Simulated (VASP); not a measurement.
# Ni (P-1) in VASP: notebook, part 2 of 2

VASP 6.6.1. The steps go on from the part before.

**3. Single point, r2SCAN, collinear spin, ferromagnetic start**

This run uses another cell than the first one, of 10.03 Å³/atom, 1.005 times its volume.

File POSCAR:

```
Ni
1.0
    2.4216200000      0.0137900000      0.0209800000
   -1.1988700000      2.0656600000      0.0123000000
    0.0349100000      0.0437800000      3.9960600000
Ni
2
Direct
    0.3333333333      0.6968100000      0.2530300000
    0.6538500000      0.3664800000      0.7630500000
```

File INCAR.step1:

```
ALGO     = Normal         # electronic algorithm
EDIFF    = 1E-4           # SCF threshold, eV
ENCUT    = 520            # plane-wave cutoff, eV
GGA      = PE             # functional
ISMEAR   = -1             # smearing method
ISPIN    = 2              # spin polarisation
LASPH    = True           # aspherical terms in the spheres
LCHARG   = False          # write CHGCAR
LMAXMIX  = 4              # l up to which the mixer works
LREAL    = False          # projectors in reciprocal space
LWAVE    = True           # write WAVECAR
MAGMOM   = 1 1            # initial moments
NBANDS   = 21             # bands
NELM     = 150            # most SCF steps
PREC     = Accurate       # precision mode
SIGMA    = 0.1            # smearing width, eV
```

File INCAR.step2:

```
ALGO     = Normal         # electronic algorithm
EDIFF    = 1E-7           # SCF threshold, eV
ENCUT    = 520            # plane-wave cutoff, eV
ISIF     = 2              # what is computed and relaxed
ISMEAR   = -1             # smearing method
ISPIN    = 2              # spin polarisation
ISTART   = 1            
LASPH    = True           # aspherical terms in the spheres
LCHARG   = False          # write CHGCAR
LMAXMIX  = 4              # l up to which the mixer works
LMIXTAU  = True         
LORBIT   = 11             # projections on sites
LREAL    = False          # projectors in reciprocal space
LWAVE    = False          # write WAVECAR
MAGMOM   = 1 1            # initial moments
METAGGA  = R2SCAN         # meta-GGA
NBANDS   = 21             # bands
NELM     = 150            # most SCF steps
PREC     = Accurate       # precision mode
SIGMA    = 0.1            # smearing width, eV
```

File KPOINTS:

```
k-points
0
Gamma
  9 9 5
```

Potentials or basis: VASP PAW PBE potentials, release 64 (Ni).

Started as:

```
$ cat potpaw_PBE.64/Ni/POTCAR > POTCAR
$ cp INCAR.step1 INCAR
$ mpirun -np 1 vasp_std > vasp.out
$ cp INCAR.step2 INCAR
$ mpirun -np 1 vasp_std > vasp.out
```

Wall time 10 min (1 thread of Oxide Virtual Turin-like, shared host); peak memory 0.2 GiB.

Results (log left out):

```yaml
Free_energy: -23.7797 eV
Pressure: 12.7 GPa
Largest_force: 0.482 eV/Å
Net_moment: 1.23 μB per cell
Site_moments: Ni +0.63 μB
Valence_electrons_inside_the_program's_atomic_spheres: Ni 9.51
```

Forces on the atoms (eV/Å):
```
Ni  -0.096 -0.026  0.471
Ni   0.096  0.026 -0.471
```

Stress tensor (GPa, compression positive):
```
11.81 -2.05 -1.23
-2.05 14.67 -1.31
-1.23 -1.31 11.73
```

Levels at points of the mesh, in eV from the Fermi level:
Spin up:
```
           k point  band 8  band 9  band 10  band 11  band 12  band 13
(0.00, 0.00, 0.00)   -2.06   -1.92    -1.02    -0.94    -0.69     6.14
```
Spin down:
```
           k point  band 7  band 8  band 9  band 10  band 11  band 12
(0.00, 0.00, 0.00)   -1.51   -1.18   -1.11    -0.89    -0.14     0.03
```

Caveat: the PAW data sets were made with another functional, which shifts forces and pressure a little.

**4. Single point, r2SCAN, collinear spin, ferromagnetic start**

This run uses another cell than the first one, of 10.03 Å³/atom, 1.005 times its volume.

Edit POSCAR of step 3 so:

```diff
@@ -9,2 +9,2 @@
     0.3333333333      0.6968100000      0.2530300000
-    0.6538500000      0.3664800000      0.7630500000
+    0.6538189302      0.3664536834      0.7643014766
```

File INCAR.step1:

```
  PREC = Accurate
  ENCUT = 520
  ISMEAR = -1
  SIGMA = 0.1
  LREAL = F
  LASPH = T
  NELM = 150
  ISPIN = 2
  MAGMOM = 1 1
  LMAXMIX = 4
  NBANDS = 21
  GGA = PE
  ALGO = Normal
  EDIFF = 1E-4
  LWAVE = T
  LCHARG = F
```

File INCAR.step2:

```
  PREC = Accurate
  ENCUT = 520
  EDIFF = 1E-6
  ISMEAR = -1
  SIGMA = 0.1
  LREAL = F
  LASPH = T
  NELM = 150
  ALGO = Normal
  ISIF = 2
  LWAVE = F
  LCHARG = F
  ISPIN = 2
  MAGMOM = 1 1
  LORBIT = 11
  LMAXMIX = 4
  METAGGA = R2SCAN
  LMIXTAU = T
  NBANDS = 21
  ISTART = 1
```

File KPOINTS:

```
regular mesh
0
Gamma
  9 9 5
```

Potentials or basis: VASP PAW PBE potentials, release 64 (Ni).

Started as:

```
$ cat potpaw_PBE.64/Ni/POTCAR > POTCAR
$ cp INCAR.step1 INCAR
$ mpirun -np 1 vasp_std > vasp.out
$ cp INCAR.step2 INCAR
$ mpirun -np 1 vasp_std > vasp.out
```

OUTCAR:

```text
PREC = Accurate
   ENCUT = 520
   EDIFF = 1E-6
   ISMEAR = -1
   LREAL = F
   LASPH = T
   NELM = 150
   ISIF = 2
   ISPIN = 2
   LORBIT = 11
   METAGGA = R2SCAN
   ISTART = 1

 ion  position               nearest neighbor table
   1  0.333  0.697  0.253-   2 2.37   2 2.37   2 2.45   2 2.46   2 2.46   2 2.49
   2  0.654  0.366  0.764-   1 2.37   1 2.37   1 2.45   1 2.46   1 2.46   1 2.49

  LATTYP: Found a triclinic cell.
 ALAT       =     2.4125375486
 B/A-ratio  =     0.9899895085
 C/A-ratio  =     1.6565347528
 COS(alpha) =     0.0102391642
 COS(beta)  =     0.0276627990
 COS(gamma) =     0.4911301446

  Lattice vectors:

 A1 = (   1.2227500000,   2.0794500000,   0.0332800000)
 A2 = (  -1.1988700000,   2.0656600000,   0.0123000000)
 A3 = (   0.0349100000,   0.0437800000,   3.9960600000)

Analysis of symmetry for initial positions (statically):
=====================================================================
 Subroutine PRICEL returns:
 Original cell was already a primitive cell.

[... 769 lines left out ...]
     21      40.5047      0.00000

 [... further k-points ...]

 spin component 2

 k-point     1 :       0.0000    0.0000    0.0000
  band No.  band energies     occupation
      1       0.2833      1.00000
      2       5.3478      1.00000
      3       8.4719      1.00000
      4       8.4862      1.00000
      5       8.6427      1.00000
      6       8.7834      1.00000
[... 565 lines left out ...]
     20      39.4986      0.00000
     21      40.6364      0.00000

 [... further k-points ...]
[... 5 lines left out ...]
  --------------------------------------------------------------------------------------
  -------------------------------------------------------------------------------------
  Total        1.4818929      1.8414671      1.4774534     -0.2579017     -0.1637737     -0.1573601
  in kB      118.4083477    147.1395641    118.0536159    -20.6072346    -13.0860846    -12.5736148
  external PRESSURE =     127.8671759 kB  Pullay stress =       0.0000000 kB

 VOLUME and BASIS-vectors are now :
 -----------------------------------------------------------------------------
  energy-cutoff  :      520.00
  volume of cell :       20.05
      direct lattice vectors                 reciprocal lattice vectors
     2.421620000  0.013790000  0.020980000     0.411639860  0.238944991 -0.006213961
    -1.198870000  2.065660000  0.012300000    -0.002702411  0.482569687 -0.005263324
     0.034910000  0.043780000  3.996060000    -0.002152862 -0.002739867  0.250295318

 POSITION                                       TOTAL-FORCE (eV/Angst)
 -----------------------------------------------------------------------------------
     -0.01934      1.45505      1.02669        -0.098609     -0.028626      0.527912
      1.17065      0.79945      3.07242         0.098609      0.028626     -0.527912
 -----------------------------------------------------------------------------------
    total drift:                               -0.000044     -0.000115      0.000145

  FREE ENERGIE OF THE ION-ELECTRON SYSTEM (eV)
  ---------------------------------------------------
  free  energy   TOTEN  =       -23.7771583359 eV

  energy  without entropy=      -23.6675229736  energy(sigma->0) =      -23.72234065

 total charge

# of ion       s       p       d       tot
------------------------------------------
    1        0.548   0.589   8.375   9.512
    2        0.548   0.589   8.375   9.512
--------------------------------------------------
tot          1.095   1.178  16.750  19.023

 magnetization (x)

# of ion       s       p       d       tot
------------------------------------------
    1       -0.009  -0.043   0.679   0.627
    2       -0.009  -0.043   0.679   0.627
--------------------------------------------------
tot         -0.019  -0.085   1.358   1.254
```

OUTCAR.step1:

```text
PREC = Accurate
   ENCUT = 520
   ISMEAR = -1
   LREAL = F
   LASPH = T
   NELM = 150
[... 1400 lines left out ...]
 -----------------------------------------------------------------------------------
     -0.01934      1.45505      1.02669        -0.120737     -0.032970      0.581702
      1.17065      0.79945      3.07242         0.120737      0.032970     -0.581702
 -----------------------------------------------------------------------------------
    total drift:                                0.000027      0.000079     -0.000018

  FREE ENERGIE OF THE ION-ELECTRON SYSTEM (eV)
  ---------------------------------------------------
  free  energy   TOTEN  =       -10.8245135315 eV

  energy  without entropy=      -10.7107779566  energy(sigma->0) =      -10.76764574
```

Wall time 12 min (1 thread of Oxide Virtual Turin-like, shared host); peak memory 0.2 GiB.

What came out:

```yaml
Free_energy: -23.7772 eV
Pressure: 12.8 GPa
Largest_force: 0.538 eV/Å
Net_moment: 1.23 μB per cell
Site_moments: Ni +0.63 μB
Valence_electrons_inside_the_program's_atomic_spheres: Ni 9.51
```

Forces on the atoms (eV/Å):
```
Ni  -0.099 -0.029  0.528
Ni   0.099  0.029 -0.528
```

Caveat: the PAW data sets were made with another functional, which shifts forces and pressure a little.
